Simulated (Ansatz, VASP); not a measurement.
One calculation of InSb2As3, two programs

```
In Sb As
1.0
     0.00000    6.01900    6.01900
     6.01900    0.00000    6.01900
     6.01900    6.01900    0.00000
In Sb As
2 4 6
Cartesian
  0.0000 0.0000 0.0000
  3.0095 3.0095 3.0095
  7.5238 7.5238 7.5238
  4.5143 4.5143 7.5238
  4.5143 7.5238 4.5143
  7.5238 4.5143 4.5143
  1.5048 1.5048 1.5048
  4.5143 4.5143 1.5048
  4.5143 1.5048 4.5143
  1.5048 4.5143 4.5143
  9.0285 9.0285 9.0285
  6.0190 6.0190 6.0190
```

Alike in both runs: functional PBE; k mesh 4 × 4 × 4; occupations gaussian, width 0.1 eV; no spin polarisation.

Ansatz relaxed the structure, and its values are those at the end. VASP's run is a single point on that final structure, the one shown.

```csv
,VASP,Ansatz
version,VASP 6.6.1,Ansatz 0.2.0
potentials or method,"VASP PAW PBE potentials, release 64 (In_d, Sb, As), cutoff 520 eV","scalar-relativistic, plane waves, PAW"
valence electrons in the cell,76,176
```

|  | VASP | Ansatz | Ansatz less VASP |
| --- | --- | --- | --- |
| gap on the k mesh at the Fermi level (eV) | none | none | - |
| pressure (GPa) | 0.1 | 0.1 | -0.05 |

A gap of «none» marks a metal or a gap that the smearing closes. The functional is the same, so the differences come from potentials, cutoffs and numerics. VASP's potentials hold 76 valence electrons a cell and Ansatz's 176, so a difference there can come from the potentials and not from the codes.

Spin-orbit coupling is off throughout.
